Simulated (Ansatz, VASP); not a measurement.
Two plane-wave programs on Be2SbCl

Contents of INCAR:

```
SYSTEM = Be2SbCl
PREC = Accurate ; ENCUT = 600
EDIFF = 1E-6 ; ISMEAR = 0
SIGMA = 0.1 ; LREAL = .False.
LASPH = .True. ; NELM = 100
ALGO = Normal ; ISIF = 3
LWAVE = .False. ; LCHARG = .False.
GGA = PE ; IBRION = 2
NSW = 100 ; EDIFFG = -0.01
```

KPOINTS

```
Automatic mesh
0
Gamma
  12 12 8
  0 0 0
```

POSCAR

```
Be2SbCl
1.0
    4.3109511704      0.0000000000      0.0000000000
   -2.1554755852      3.7333932280      0.0000000000
    0.0000000000      0.0000000000      5.6793273404
Be Sb Cl
2 1 1
Direct
    0.3333333333      0.6666666667      0.0000000000
    0.6666666667      0.3333333333      0.0000000000
    0.0000000000      0.0000000000      0.0000000000
    0.0000000000      0.0000000000      0.5000000000
```

Input for Ansatz:

```yaml
crystal:
  lattice:
    - [4.3109511704, 0.0, 0.0]
    - [-2.1554755852, 3.733393228, 0.0]
    - [0.0, 0.0, 5.6793273404]
  atoms:
    - { symbol: Be, position: [0.3333333333, 0.6666666667, 0.0] }
    - { symbol: Be, position: [0.6666666667, 0.3333333333, 0.0] }
    - { symbol: Sb, position: [0.0, 0.0, 0.0] }
    - { symbol: Cl, position: [0.0, 0.0, 0.5] }
basis:
  ecutwfc: 420
kpoints:
  mp_grid: { grid: [12, 12, 8] }
hamiltonian:
  xc: pbe
scf:
  occupations: { method: gaussian, width: 0.1 }
output:
  forces: true
  stress: true
  eigenvalues: true
relax:
  adjacent_minimum: "off"
  f_tol: 0.01
  max_steps: 80
  cell: { stress_tol: 0.05 }
```

Alike in both runs: task relaxation of cell and atoms; functional PBE; k mesh 12 × 12 × 8; occupations gaussian, width 0.1 eV; no spin polarisation.

```csv
,VASP,Ansatz
version,VASP 6.6.1,Ansatz 0.2.0
potentials or method,"VASP PAW PBE potentials, release 64 (Be, Sb, Cl), cutoff 600 eV","scalar-relativistic, plane waves, PAW"
valence electrons in the cell,16,26
```

Ansatz gave:

* gap on the k mesh at the Fermi level, each at its own relaxed structure (eV): none
* relaxed volume (Å³/atom): 23.06
* relaxed cell length with the largest relative difference (Å): 4.337

Q: Estimate VASP's values.

A: gap on the k mesh at the Fermi level, each at its own relaxed structure (eV): none; relaxed volume (Å³/atom): 23.15; relaxed cell length with the largest relative difference (Å): 4.348.

A gap of «none» marks a metal or a gap that the smearing closes. VASP's potentials hold 16 valence electrons a cell and Ansatz's 26, so a difference there can come from the potentials and not from the codes.

Neither program's run includes spin-orbit coupling.
